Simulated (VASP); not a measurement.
Runs of VASP 6.6.1 on Mg3Te. The structure is that of space group I4/mmm (No. 139), or close to it. The cells are those of the table. 

| cell | further INCAR settings | gap on the mesh (eV) | pressure (GPa) |
| --- | --- | --- | --- |
| a = 6.047 Å, angles 138.9, 138.9, 59.6°, 4 atoms | ALGO = Fast; EDIFF = 1e-06; NBANDS = 14 | none | -1.9 |
| a = 6.005 Å, angles 138.9, 138.9, 59.6°, 4 atoms | ALGO = Fast; EDIFF = 1e-06; NBANDS = 14 | none | -1.1 |
| a = 6.207 Å, angles 138.9, 138.9, 59.6°, 4 atoms | ALGO = Fast; EDIFF = 1e-06; NBANDS = 14 | none | -4.2 |
| a = 6.128 Å, angles 138.9, 138.9, 59.6°, 4 atoms | ALGO = Fast; EDIFF = 1e-07; NBANDS = 14 | none | (b) |
| a = 5.963 Å, angles 138.9, 138.9, 59.6°, 4 atoms | ALGO = Fast; EDIFF = 1e-06; NBANDS = 14 | none | (a) |

Alike in all rows: task single point; level LDA; potentials or basis VASP PAW LDA potentials, release 64 (Te, Mg); no spin polarisation; k mesh 9 × 9 × 9; cutoff (eV) 520; smearing fermi-dirac 0.05 eV.

Problem. Estimate the missing entries.

Solution. (a) -0.3; (b) -3.2.

Caveats: spin-orbit coupling is left out, which moves the levels of the heavy elements; the cell stands under tension (at least some runs).

A k mesh can miss the band edges, and the runs leave out spin-orbit coupling on Te.

A gap of «none» marks levels without a gap at the run's occupations.
